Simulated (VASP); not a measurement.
# BaTe (Fm-3m) in VASP: further runs, part 2 of 2

VASP 6.6.1. Earlier steps stand in the parts before.

**3. Relaxation of cell and atoms, PBE**

This run uses another cell than the first one: it holds 2 atoms, not 4.

INCAR reads:

```
SYSTEM = BaTe
ALGO = Normal
EDIFF = 1E-6
EDIFFG = -0.01
ENCUT = 600
GGA = PE
IBRION = 2
ISIF = 3
ISMEAR = 0
LASPH = .TRUE.
LCHARG = .FALSE.
LREAL = .FALSE.
LWAVE = .FALSE.
NELM = 100
NSW = 100
PREC = Accurate
SIGMA = 0.02
```

KPOINTS reads:

```
k-points
0
G
  8 8 8
  0 0 0
```

POSCAR reads:

```
BaTe
1.0
    0.0000000000      3.4100000900      3.4100000900
    3.4100000900      0.0000000000      3.4100000900
    3.4100000900      3.4100000900      0.0000000000
Ba Te
1 1
Direct
    0.0000000000      0.0000000000      0.0000000000
    0.5000000000      0.5000000000      0.5000000000
```

Potentials or basis: VASP PAW PBE potentials, release 64 (Ba_sv, Te).

Command:

```console
> cat potpaw_PBE.64/Ba_sv/POTCAR potpaw_PBE.64/Te/POTCAR > POTCAR
> mpirun -np 1 vasp_std > vasp.out
```

OUTCAR:

```text
SYSTEM = BaTe
   EDIFF = 1E-6
   EDIFFG = -0.01
   ENCUT = 600
   GGA = PE
   IBRION = 2
   ISIF = 3
   ISMEAR = 0
   LASPH = .TRUE.
   LREAL = .FALSE.
   NELM = 100
   NSW = 100
   PREC = Accurate

 ion  position               nearest neighbor table
   1  0.000  0.000  0.000-   2 3.41   2 3.41   2 3.41   2 3.41   2 3.41   2 3.41
   2  0.500  0.500  0.500-   1 3.41   1 3.41   1 3.41   1 3.41   1 3.41   1 3.41

  LATTYP: Found a face centered cubic cell.
 ALAT       =     6.8200001800

  Lattice vectors:

 A1 = (   0.0000000000,   3.4100000900,   3.4100000900)
 A2 = (   3.4100000900,   0.0000000000,   3.4100000900)
 A3 = (   3.4100000900,   3.4100000900,   0.0000000000)

Analysis of symmetry for initial positions (statically):
=====================================================================
 Subroutine PRICEL returns:
 Original cell was already a primitive cell.

 Routine SETGRP: Setting up the symmetry group for a
 face centered cubic supercell.

 Subroutine GETGRP returns: Found 48 space group operations
 (whereof 48 operations were pure point group operations)
 out of a pool of 48 trial point group operations.

The static configuration has the point symmetry O_h .

Analysis of symmetry for dynamics (positions and initial velocities):
=====================================================================
 Subroutine PRICEL returns:
 Original cell was already a primitive cell.

 Routine SETGRP: Setting up the symmetry group for a
 face centered cubic supercell.

 Subroutine GETGRP returns: Found 48 space group operations
 (whereof 48 operations were pure point group operations)
 out of a pool of 48 trial point group operations.

The dynamic configuration has the point symmetry O_h .

 Subroutine INISYM returns: Found 48 space group operations
 (whereof 48 operations are pure point group operations),
 and found     1 'primitive' translations

----------------------------------------------------------------------------------------

                                     Primitive cell

  volume of cell :      79.3036

  direct lattice vectors                    reciprocal lattice vectors
     0.000000000  3.410000090  3.410000090    -0.146627562  0.146627562  0.146627562
     3.410000090  0.000000000  3.410000090     0.146627562 -0.146627562  0.146627562
     3.410000090  3.410000090  0.000000000     0.146627562  0.146627562 -0.146627562

  length of vectors
     4.822468375  4.822468375  4.822468375     0.253966387  0.253966387  0.253966387

  position of ions in fractional coordinates (direct lattice)
     0.000000000  0.000000000  0.000000000
     0.500000000  0.500000000  0.500000000

  ion indices of the primitive-cell ions
   primitive index   ion index
                 1           1
                 2           2

----------------------------------------------------------------------------------------

 KPOINTS: k-points

Automatic generation of k-mesh.
 Grid dimensions read from file:
 generate k-points for:    8    8    8

 Generating k-lattice:

  Cartesian coordinates                     Fractional coordinates (reciprocal lattice)
    -0.018328445  0.018328445  0.018328445     0.125000000  0.000000000  0.000000000
[... 53 lines left out ...]
   ISPIN  =      1    spin polarized calculation?
   LNONCOLLINEAR =      F non collinear calculations
   LSORBIT =      F    spin-orbit coupling
   LASPH  =      T    aspherical Exc in radial PAW
   ENCUT  =  600.0 eV  44.10 Ry    6.64 a.u.   9.63  9.63  9.63*2*pi/ulx,y,z
   NELM   =    100;   NELMIN=  2; NELMDL= -5     # of ELM steps
   EDIFF  = 0.1E-05   stopping-criterion for ELM
   LREAL  =      F    real-space projection
   EDIFFG = -.1E-01   stopping-criterion for IOM
   NSW    =    100    number of steps for IOM
   IBRION =      2    ionic relax: 0-MD 1-quasi-New 2-CG
   NFREE  =      1    steps in history (QN), initial steepest desc. (CG)
   ISIF   =      3    stress and relaxation
   ISYM   =      2    0-nonsym 1-usesym 2-fastsym
   POTIM  = 0.5000    time-step for ionic-motion
   TEBEG  =    0.0;   TEEND  =   0.0 temperature during run
   PSTRESS=    0.0 pullay stress
   NELECT =      16.0000    total number of electrons
   NUPDOWN=      -1.0000    fix difference up-down
   EMIN   =  10.00;   EMAX   =-10.00  energy-range for DOS
   EFERMI =   0.00;   METHOD = LEGACY
   ISMEAR =     0;   SIGMA  =   0.02  broadening in eV -4-tet -1-fermi 0-gaus
   EFERMI_NEDOS =   21; number of points for ismear=-14 and -15
   IALGO  =     38    algorithm
   IMIX   =      4    mixing-type and parameters
     AMIX     =   0.40;   BMIX     =  1.00
     AMIX_MAG =   1.60;   BMIX_MAG =  1.00
  volume/ion in A,a.u.               =      39.65       267.58
  Fermi-wavevector in a.u.,A,eV,Ry     =   0.960175  1.814468 12.543704  0.921936
  Thomas-Fermi vector in A             =   2.089436
   LORBIT       =      0    0 simple, 1 ext, 2 COOP (PROOUT), +10 PAW based schemes
   GGA     = PE    functional components
   LHFCALC =     F    Hartree Fock is set to
   AEXX    =    0.0000 exact exchange contribution
   IVDW    =     0    specifies the selected vdW correction
   LEPSILON=     F    determine dielectric tensor
   LRPA    =     F    only Hartree local field effects (RPA)
 conjugate gradient relaxation of ions
 non-spin polarized calculation
 Gauss-broadening in eV      SIGMA  =   0.02
  energy-cutoff  :      600.00
  volume of cell :       79.30
 maximum number of plane-waves:      2685
 NGX is ok and might be reduce to    40

--------------------------------------- Ionic step        1  -------------------------------------------

 number of electron      16.0000000 magnetization

 Free energy of the ion-electron system (eV)
  ---------------------------------------------------
  ext. energy  EPLUGINS =         0.00000000
  ---------------------------------------------------
  free energy    TOTEN  =        -8.51313776 eV

  energy without entropy =       -8.51313776  energy(sigma->0) =       -8.51313776

------------------------ aborting loop because EDIFF is reached ----------------------------------------

  FORCE on cell =-STRESS in cart. coord.  units (eV):
  Direction    XX          YY          ZZ          XY          YZ          ZX
  --------------------------------------------------------------------------------------
  -------------------------------------------------------------------------------------
  Total        2.1003327      2.1003327      2.1003327     -0.0000000     -0.0000000      0.0000000
  in kB       42.4331723     42.4331723     42.4331723     -0.0000000     -0.0000000      0.0000000
  external PRESSURE =      42.4331723 kB  Pullay stress =       0.0000000 kB
[... 59 lines left out ...]
--------------------------------------- Ionic step        3  -------------------------------------------

 number of electron      16.0000000 magnetization

 Free energy of the ion-electron system (eV)
  ---------------------------------------------------
  ext. energy  EPLUGINS =         0.00000000
  ---------------------------------------------------
  free energy    TOTEN  =        -8.62940684 eV

  energy without entropy =       -8.62940684  energy(sigma->0) =       -8.62940684

 E-fermi :   2.1934     XC(G=0):  -8.0983

 val. band max:        2.0475820473   @ k =   0.0000   0.0000   0.0000
 cond. band min:       3.6448189626   @ k =   0.5000   0.5000   0.0000
 fundamental gap:      1.5972369153
 Fermi energy:         2.1933979901

 k-point     1 :       0.0000    0.0000    0.0000
  band No.  band energies     occupation
      1     -25.0706      2.00000
      2     -10.2134      2.00000
      3     -10.2134      2.00000
      4     -10.2134      2.00000
      5      -7.4133      2.00000
      6       2.0476      2.00000
      7       2.0476      2.00000
      8       2.0476      2.00000
      9       4.8166      0.00000
     10       4.9940      0.00000
     11       4.9940      0.00000
     12       4.9940      0.00000
[... 331 lines left out ...]
 k-point    24 :      -0.3750    0.2500    0.1250
  band No.  band energies     occupation
      1     -25.0582      2.00000
      2     -10.4851      2.00000
      3     -10.2819      2.00000
      4     -10.2471      2.00000
      5      -6.9125      2.00000
      6       0.3038      2.00000
      7       1.0604      2.00000
      8       1.0987      2.00000
      9       5.7180      0.00000
     10       5.9794      0.00000
     11       7.1570      0.00000
     12       7.3818      0.00000

 [... further k-points ...]

------------------------ aborting loop because EDIFF is reached ----------------------------------------

  FORCE on cell =-STRESS in cart. coord.  units (eV):
  Direction    XX          YY          ZZ          XY          YZ          ZX
  --------------------------------------------------------------------------------------
  -------------------------------------------------------------------------------------
  Total        0.0126384      0.0126384      0.0126384     -0.0000000      0.0000000      0.0000000
  in kB        0.2275318      0.2275318      0.2275318     -0.0000000      0.0000000      0.0000000
  external PRESSURE =       0.2275318 kB  Pullay stress =       0.0000000 kB
[... 17 lines left out ...]
  FREE ENERGIE OF THE ION-ELECTRON SYSTEM (eV)
  ---------------------------------------------------
  free  energy   TOTEN  =        -8.6294068427 eV

  energy  without entropy=       -8.6294068427  energy(sigma->0) =       -8.62940684

 reached required accuracy - stopping structural energy minimisation
```

OSZICAR:

```text
N       E                     dE             d eps       ncg     rms          rms(c)
DAV:   1     0.990964857310E+02    0.99096E+02   -0.70800E+03   696   0.126E+03
DAV:   2    -0.227951662649E+01   -0.10138E+03   -0.94941E+02   908   0.193E+02
DAV:   3    -0.841699913817E+01   -0.61375E+01   -0.60876E+01   896   0.552E+01
DAV:   4    -0.859739387531E+01   -0.18039E+00   -0.18015E+00  1016   0.950E+00
[... 26 lines left out ...]
DAV:   5    -0.862938773235E+01   -0.39418E-03   -0.68320E-04  1052   0.181E-01    0.386E-02
DAV:   6    -0.862939780023E+01   -0.10068E-04   -0.21084E-05   840   0.388E-02    0.222E-02
DAV:   7    -0.862940367369E+01   -0.58735E-05   -0.11905E-05   852   0.359E-02    0.991E-03
DAV:   8    -0.862940718417E+01   -0.35105E-05   -0.24423E-06   824   0.169E-02    0.252E-03
DAV:   9    -0.862940684272E+01    0.34145E-06   -0.56790E-07   432   0.744E-03
   3 F= -.86294068E+01 E0= -.86294068E+01  d E =-.116269E+00
```

CONTCAR:

```text
BaTe
   1.00000000000000
    -0.0000000000000000    3.5435869006813592    3.5435869006813592
     3.5435869006813592    0.0000000000000000    3.5435869006813592
     3.5435869006813592    3.5435869006813592    0.0000000000000000
  Ba              Te
     1     1
Direct
     0.0000000000000000    0.0000000000000000    0.0000000000000000
     0.5000000000000000    0.5000000000000000    0.5000000000000000

  0.00000000E+00  0.00000000E+00  0.00000000E+00
  0.00000000E+00  0.00000000E+00  0.00000000E+00
```

It took 2 min on 1 thread of AMD EPYC 7R43 (Zen 3), shared host; peak memory 0.22 GiB.

What came out:

| Property | Result |
| --- | --- |
| Free energy | -8.6294 eV |
| Relaxed volume | 44.50 Å³/atom |
| Relaxed cell | a = 5.011 Å, b = 5.011 Å, c = 5.011 Å, α = 60.00°, β = 60.00°, γ = 60.00° |
| Space group after relaxing (to 0.05 Å) | Fm-3m (No. 225) |
| Energy gained by relaxing | 58.1 meV/atom |
| Ionic steps | 3 |
| Pressure after relaxing | 0.0 GPa |
| Band gap on the k mesh | 1.60 eV, indirect (least direct gap 1.98 eV) |

The path:
```
step  energy change (eV)  largest force (eV/Å)  pressure (GPa)  volume (Å³)
   1              0.0000                0.0000            4.24        79.30
   2             -0.1083                0.0000           -0.85        91.98
   3             -0.1163                0.0000            0.02        88.99
```

Final structure:
```xyz
2
Lattice="0.0000 3.5436 3.5436 3.5436 0.0000 3.5436 3.5436 3.5436 0.0000" Properties=species:S:1:pos:R:3 pbc="T T T"
Ba    0.0000    0.0000    0.0000
Te    3.5436    3.5436    3.5436
```

Caveat: spin-orbit coupling is left out, which moves the levels of the heavy elements; the volume moved by +12 % from the deposited cell, more than functionals usually miss. PBE usually gives volumes a little too large and moduli too small.
